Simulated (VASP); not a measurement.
# WS (I4/mmm) in VASP: a series of runs

The runs below take WS through single point, with PBE.

Program: VASP 6.6.1. These are calculated values, not measurements. Logs are shortened: lines on timing, memory, paths and dates and some standing lists are left out, and cuts for length are marked.

### Step 1. The cell of the first run

Symmetry: I4/mmm, No. 139, tetragonal system. Conventional cell: a = 4.313 Å, b = 4.313 Å, c = 4.949 Å, α = 90.00°, β = 90.00°, γ = 90.00°. W (site symmetry 4/mmm) has 6 S at 2.47 to 3.05 Å within 3.3 Å. S (site symmetry 4/mmm) has 6 W at 2.47 to 3.05 Å within 3.3 Å.

### Step 2. Single point, PBE

Input file INCAR:

```
  PREC = Accurate
  ENCUT = 520
  EDIFF = 1E-6
  ISMEAR = -1
  SIGMA = 0.05
  LREAL = F
  LASPH = T
  NELM = 60
  ALGO = Normal
  ISIF = 2
  LWAVE = F
  LCHARG = T
  GGA = PE
  LELF = T
  LVHAR = T
  NBANDS = 17
```

Input file KPOINTS:

```
Automatic mesh
0
Gamma
  9 9 9
```

Input file POSCAR:

```
WS
1.0
   -2.1564652700      2.1564652700      2.4747265300
    2.1564652700     -2.1564652700      2.4747265300
    2.1564652700      2.1564652700     -2.4747265300
W S
1 1
Direct
    0.5000000000      0.5000000000      0.0000000000
    0.0000000000      0.0000000000      0.0000000000
```

Potentials or basis: VASP PAW PBE potentials, release 64 (W_sv, S).

Run with:

```
cat potpaw_PBE.64/W_sv/POTCAR potpaw_PBE.64/S/POTCAR > POTCAR
mpirun -np 1 vasp_std > vasp.out
```

OUTCAR:

```text
PREC = Accurate
   ENCUT = 520
   EDIFF = 1E-6
   ISMEAR = -1
   LREAL = F
   LASPH = T
   NELM = 60
   ISIF = 2
   GGA = PE

 ion  position               nearest neighbor table
   1  0.500  0.500  0.000-   2 2.47   2 2.47   2 3.05   2 3.05   2 3.05   2 3.05
   2  0.000  0.000  0.000-   1 2.47   1 2.47   1 3.05   1 3.05   1 3.05   1 3.05

  LATTYP: Found a body centered tetragonal cell.
 ALAT       =     4.3129305400
 C/A-ratio  =     1.1475846908

  Lattice vectors:

 A1 = (  -2.1564652700,   2.1564652700,   2.4747265300)
 A2 = (   2.1564652700,  -2.1564652700,   2.4747265300)
 A3 = (   2.1564652700,   2.1564652700,  -2.4747265300)

Analysis of symmetry for initial positions (statically):
=====================================================================
 Subroutine PRICEL returns:
 Original cell was already a primitive cell.

 Routine SETGRP: Setting up the symmetry group for a
 body centered tetragonal supercell.

 Subroutine GETGRP returns: Found 16 space group operations
 (whereof 16 operations were pure point group operations)
 out of a pool of 16 trial point group operations.

The static configuration has the point symmetry D_4h.

Analysis of symmetry for dynamics (positions and initial velocities):
=====================================================================
 Subroutine PRICEL returns:
 Original cell was already a primitive cell.

 Routine SETGRP: Setting up the symmetry group for a
 body centered tetragonal supercell.

 Subroutine GETGRP returns: Found 16 space group operations
 (whereof 16 operations were pure point group operations)
 out of a pool of 16 trial point group operations.

The dynamic configuration has the point symmetry D_4h.

 Subroutine INISYM returns: Found 16 space group operations
 (whereof 16 operations are pure point group operations),
 and found     1 'primitive' translations

----------------------------------------------------------------------------------------

                                     Primitive cell

  volume of cell :      46.0333

  direct lattice vectors                    reciprocal lattice vectors
    -2.156465270  2.156465270  2.474726530     0.000000000  0.231860910  0.202042526
     2.156465270 -2.156465270  2.474726530     0.231860910  0.000000000  0.202042526
     2.156465270  2.156465270 -2.474726530     0.231860910  0.231860910  0.000000000

  length of vectors
     3.927461816  3.927461816  3.927461816     0.307539695  0.307539695  0.327900844

  position of ions in fractional coordinates (direct lattice)
     0.500000000  0.500000000  0.000000000
     0.000000000  0.000000000  0.000000000

  ion indices of the primitive-cell ions
   primitive index   ion index
                 1           1
                 2           2

----------------------------------------------------------------------------------------

 KPOINTS: Automatic mesh

Automatic generation of k-mesh.
 Grid dimensions read from file:
 generate k-points for:    9    9    9

 Generating k-lattice:

  Cartesian coordinates                     Fractional coordinates (reciprocal lattice)
     0.000000000  0.025762323  0.022449170     0.111111111  0.000000000  0.000000000
     0.025762323  0.000000000  0.022449170     0.000000000  0.111111111  0.000000000
     0.025762323  0.025762323  0.000000000     0.000000000  0.000000000  0.111111111

  Length of vectors
     0.034171077  0.034171077  0.036433427

  Shift w.r.t. Gamma in fractional coordinates (k-lattice)
     0.000000000  0.000000000  0.000000000

 Subroutine IBZKPT returns following result:
 ===========================================

 Found     75 irreducible k-points:

 Following reciprocal coordinates:
            Coordinates               Weight
  0.000000  0.000000  0.000000      1.000000
  0.111111  0.000000  0.000000      8.000000
  0.222222  0.000000  0.000000      8.000000
  0.333333  0.000000  0.000000      8.000000
  0.444444  0.000000  0.000000      8.000000
  0.111111  0.111111  0.000000      8.000000
[... 16 lines left out ...]
 -0.333333  0.333333  0.000000      4.000000
  0.444444  0.444444  0.000000      8.000000
 [... further k-points ...]
   k-points           NKPTS =     75   k-points in BZ     NKDIM =     75   number of bands    NBANDS=     17
   number of dos      NEDOS =    301   number of ions     NIONS =      2
   total plane-waves  NPLWV =  27000
   dimension x,y,z NGX =    30 NGY =   30 NGZ =   30
   dimension x,y,z NGXF=    60 NGYF=   60 NGZF=   60
   ions per type =               1   1
   NGX,Y,Z   is equivalent  to a cutoff of  12.70, 12.70, 12.70 a.u.
   NGXF,Y,Z  is equivalent  to a cutoff of  25.40, 25.40, 25.40 a.u.
 SYSTEM =  unknown system
   PREC   = accura    normal or accurate (medium, high low for compatibility)
   ISTART =      0    job   : 0-new  1-cont  2-samecut
   ICHARG =      2    charge: 1-file 2-atom 10-const
   ISPIN  =      1    spin polarized calculation?
   LNONCOLLINEAR =      F non collinear calculations
   LSORBIT =      F    spin-orbit coupling
   LASPH  =      T    aspherical Exc in radial PAW
   ENCUT  =  520.0 eV  38.22 Ry    6.18 a.u.   7.30  7.30  7.30*2*pi/ulx,y,z
   NELM   =     60;   NELMIN=  2; NELMDL= -5     # of ELM steps
   EDIFF  = 0.1E-05   stopping-criterion for ELM
   LREAL  =      F    real-space projection
   EDIFFG = 0.1E-04   stopping-criterion for IOM
   NSW    =      0    number of steps for IOM
   IBRION =     -1    ionic relax: 0-MD 1-quasi-New 2-CG
   NFREE  =      0    steps in history (QN), initial steepest desc. (CG)
   ISIF   =      2    stress and relaxation
   ISYM   =      2    0-nonsym 1-usesym 2-fastsym
   POTIM  = 0.5000    time-step for ionic-motion
   TEBEG  =    0.0;   TEEND  =   0.0 temperature during run
   PSTRESS=    0.0 pullay stress
   NELECT =      20.0000    total number of electrons
   NUPDOWN=      -1.0000    fix difference up-down
   EMIN   =  10.00;   EMAX   =-10.00  energy-range for DOS
   EFERMI =   0.00;   METHOD = LEGACY
   ISMEAR =    -1;   SIGMA  =   0.05  broadening in eV -4-tet -1-fermi 0-gaus
   EFERMI_NEDOS =   21; number of points for ismear=-14 and -15
   IALGO  =     38    algorithm
   IMIX   =      4    mixing-type and parameters
     AMIX     =   0.40;   BMIX     =  1.00
     AMIX_MAG =   1.60;   BMIX_MAG =  1.00
  volume/ion in A,a.u.               =      23.02       155.32
  Fermi-wavevector in a.u.,A,eV,Ry     =   1.239921  2.343111 20.917662  1.537405
  Thomas-Fermi vector in A             =   2.374384
   LORBIT       =      0    0 simple, 1 ext, 2 COOP (PROOUT), +10 PAW based schemes
   GGA     = PE    functional components
   LHFCALC =     F    Hartree Fock is set to
   AEXX    =    0.0000 exact exchange contribution
   IVDW    =     0    specifies the selected vdW correction
   LEPSILON=     F    determine dielectric tensor
   LRPA    =     F    only Hartree local field effects (RPA)
 non-spin polarized calculation
  energy-cutoff  :      520.00
  volume of cell :       46.03
 maximum number of plane-waves:      1258
 NGX is ok and might be reduce to    30
   NGX = 15   NGY = 15   NGZ = 15

 number of electron      19.9999999 magnetization

 Free energy of the ion-electron system (eV)
  ---------------------------------------------------
  ext. energy  EPLUGINS =         0.00000000
  ---------------------------------------------------
  free energy    TOTEN  =       -13.68105257 eV

  energy without entropy =      -13.64707042  energy(sigma->0) =      -13.66406149

 E-fermi :   6.0022     XC(G=0): -10.3800

 val. band max:        5.9846132125   @ k =  -0.1111   0.2222   0.1111
 cond. band min:       6.0156299978   @ k =  -0.3333   0.3333   0.0000
 fundamental gap:      0.0310167852
 Fermi energy:         6.0021679845

 k-point     1 :       0.0000    0.0000    0.0000
  band No.  band energies     occupation
      1     -68.8899      2.00000
      2     -33.1475      2.00000
      3     -32.9624      2.00000
      4     -32.9624      2.00000
      5      -8.6559      2.00000
      6       2.7661      2.00000
[... 9 lines left out ...]
     16      15.8458      0.00000
     17      16.6386      0.00000

 k-point     2 :       0.1111    0.0000    0.0000
  band No.  band energies     occupation
      1     -68.8898      2.00000
      2     -33.1493      2.00000
      3     -32.9638      2.00000
      4     -32.9633      2.00000
      5      -8.5542      2.00000
      6       2.0820      2.00000
[... 9 lines left out ...]
     16      15.1541      0.00000
     17      15.5568      0.00000

 k-point     3 :       0.2222    0.0000    0.0000
  band No.  band energies     occupation
      1     -68.8897      2.00000
      2     -33.1539      2.00000
      3     -32.9675      2.00000
      4     -32.9656      2.00000
      5      -8.2772      2.00000
      6       0.7850      2.00000
[... 9 lines left out ...]
     16      13.3151      0.00000
     17      15.5986      0.00000

 k-point     4 :       0.3333    0.0000    0.0000
  band No.  band energies     occupation
      1     -68.8895      2.00000
      2     -33.1594      2.00000
      3     -32.9714      2.00000
      4     -32.9683      2.00000
      5      -7.9185      2.00000
      6      -0.3548      2.00000
[... 9 lines left out ...]
     16      11.7949      0.00000
     17      14.9794      0.00000
[... 343 lines left out ...]
      1     -68.8894      2.00000
      2     -33.1584      2.00000
      3     -32.9821      2.00000
      4     -32.9648      2.00000
      5      -8.0531      2.00000
      6       0.5383      2.00000
[... 9 lines left out ...]
     16      13.8007      0.00000
     17      15.7685      0.00000

 k-point    23 :      -0.3333    0.3333    0.0000
  band No.  band energies     occupation
      1     -68.8895      2.00000
      2     -33.1560      2.00000
      3     -32.9798      2.00000
      4     -32.9635      2.00000
      5      -8.1887      2.00000
      6       0.6048      2.00000
[... 9 lines left out ...]
     16      14.1228      0.00000
     17      15.5104      0.00000

 k-point    24 :       0.4444    0.4444    0.0000
  band No.  band energies     occupation
      1     -68.8893      2.00000
      2     -33.1596      2.00000
      3     -32.9846      2.00000
      4     -32.9650      2.00000
      5      -7.9967      2.00000
      6       0.6117      2.00000
[... 9 lines left out ...]
     16      14.0038      0.00000
     17      16.2061      0.00000

 [... further k-points ...]
[... 5 lines left out ...]
  --------------------------------------------------------------------------------------
  -------------------------------------------------------------------------------------
  Total       -6.0298519     -6.0298519     -8.2501750      0.0000000      0.0000000      0.0000000
  in kB     -209.8674488   -209.8674488   -287.1452275      0.0000000      0.0000000      0.0000000
  external PRESSURE =    -235.6267083 kB  Pullay stress =       0.0000000 kB

 VOLUME and BASIS-vectors are now :
 -----------------------------------------------------------------------------
  energy-cutoff  :      520.00
  volume of cell :       46.03
      direct lattice vectors                 reciprocal lattice vectors
    -2.156465270  2.156465270  2.474726530     0.000000000  0.231860910  0.202042526
     2.156465270 -2.156465270  2.474726530     0.231860910  0.000000000  0.202042526
     2.156465270  2.156465270 -2.474726530     0.231860910  0.231860910  0.000000000

 POSITION                                       TOTAL-FORCE (eV/Angst)
 -----------------------------------------------------------------------------------
      0.00000      0.00000      2.47473        -0.000000      0.000000     -0.000000
      0.00000      0.00000      0.00000         0.000000     -0.000000      0.000000
 -----------------------------------------------------------------------------------
    total drift:                                0.000000     -0.000000      0.000000

  FREE ENERGIE OF THE ION-ELECTRON SYSTEM (eV)
  ---------------------------------------------------
  free  energy   TOTEN  =       -13.6810525684 eV

  energy  without entropy=      -13.6470704151  energy(sigma->0) =      -13.66406149
```

Wall time 27 s (1 thread of Intel Xeon 6975P-C (Granite Rapids), shared host); peak memory 0.2 GiB.

Results:

```yaml
Free_energy: -13.6811 eV
Pressure: -23.6 GPa
Band_gap_on_the_k_mesh: zero (band 10 reaches 6.38 eV, above the bottom of band 11 at 4.33 eV)
```

Stress tensor (GPa, compression positive):
```
-20.99   0.00   0.00
  0.00 -20.99   0.00
  0.00   0.00 -28.71
```

Caveat: spin-orbit coupling is left out, which moves the levels of the heavy elements.

### Step 3. Single point, PBE (volume scaled by 0.94)

Input file INCAR:

```
PREC = Accurate
ENCUT = 520
EDIFF = 1E-6
ISMEAR = -1
SIGMA = 0.05
LREAL = False
LASPH = True
NELM = 80
ALGO = Normal
ISIF = 2
LWAVE = False
LCHARG = True
GGA = PE
LELF = True
LVHAR = True
NBANDS = 17
```

Input file KPOINTS:

```
regular mesh
0
Gamma
  9 9 9
```

Input file POSCAR:

```
WS
1.0
   -2.1124434224      2.1124434224      2.4242077317
    2.1124434224     -2.1124434224      2.4242077317
    2.1124434224      2.1124434224     -2.4242077317
W S
1 1
Direct
    0.5000000000      0.5000000000      0.0000000000
    0.0000000000      0.0000000000      0.0000000000
```

Potentials or basis: VASP PAW PBE potentials, release 64 (W_sv, S).

Run with:

```
cat potpaw_PBE.64/W_sv/POTCAR potpaw_PBE.64/S/POTCAR > POTCAR
mpirun -np 1 vasp_std > vasp.out
```

OUTCAR:

```text
PREC = Accurate
   ENCUT = 520
   EDIFF = 1E-6
   ISMEAR = -1
   LREAL = False
   LASPH = True
   NELM = 80
   ISIF = 2
   GGA = PE

 ion  position               nearest neighbor table
   1  0.500  0.500  0.000-   2 2.42   2 2.42   2 2.99   2 2.99   2 2.99   2 2.99
   2  0.000  0.000  0.000-   1 2.42   1 2.42   1 2.99   1 2.99   1 2.99   1 2.99

  LATTYP: Found a body centered tetragonal cell.
 ALAT       =     4.2248868448
 C/A-ratio  =     1.1475846908

  Lattice vectors:

 A1 = (  -2.1124434224,   2.1124434224,   2.4242077317)
 A2 = (   2.1124434224,  -2.1124434224,   2.4242077317)
[... 648 lines left out ...]
      4     -32.2731      2.00000
      5      -7.5847      2.00000
      6       0.9613      2.00000
[... 9 lines left out ...]
     16      15.0443      0.00000
     17      17.3208      0.00000

 [... further k-points ...]
[... 5 lines left out ...]
  --------------------------------------------------------------------------------------
  -------------------------------------------------------------------------------------
  Total       -5.7177680     -5.7177680     -6.1106651      0.0000000      0.0000000      0.0000000
  in kB     -211.7079240   -211.7079240   -226.2554620      0.0000000      0.0000000      0.0000000
  external PRESSURE =    -216.5571033 kB  Pullay stress =       0.0000000 kB

 VOLUME and BASIS-vectors are now :
 -----------------------------------------------------------------------------
  energy-cutoff  :      520.00
  volume of cell :       43.27
      direct lattice vectors                 reciprocal lattice vectors
    -2.112443422  2.112443422  2.424207732     0.000000000  0.236692730  0.206252952
     2.112443422 -2.112443422  2.424207732     0.236692730  0.000000000  0.206252952
     2.112443422  2.112443422 -2.424207732     0.236692730  0.236692730  0.000000000

 POSITION                                       TOTAL-FORCE (eV/Angst)
 -----------------------------------------------------------------------------------
      0.00000      0.00000      2.42421        -0.000000      0.000000     -0.000000
      0.00000      0.00000      0.00000         0.000000     -0.000000      0.000000
 -----------------------------------------------------------------------------------
    total drift:                                0.000000     -0.000000      0.000000

  FREE ENERGIE OF THE ION-ELECTRON SYSTEM (eV)
  ---------------------------------------------------
  free  energy   TOTEN  =       -14.0714901248 eV

  energy  without entropy=      -14.0412259290  energy(sigma->0) =      -14.05635803
```

Run time: 28 s. Hardware: 1 thread of AMD EPYC 9R45 (Zen 5), shared host; peak memory 0.17 GiB.

What came out:

```yaml
Free_energy: -14.0715 eV
Pressure: -21.7 GPa
Band_gap_on_the_k_mesh: zero (band 10 reaches 7.09 eV, above the bottom of band 11 at 4.81 eV)
```

Levels at points of the mesh, in eV from the Fermi level:
```
           k point  band 8  band 9  band 10  band 11  band 12  band 13
(0.00, 0.00, 0.00)   -2.87   -2.16    -1.87    -1.87    -1.30    -0.39
```

Caveat: spin-orbit coupling is left out, which moves the levels of the heavy elements.
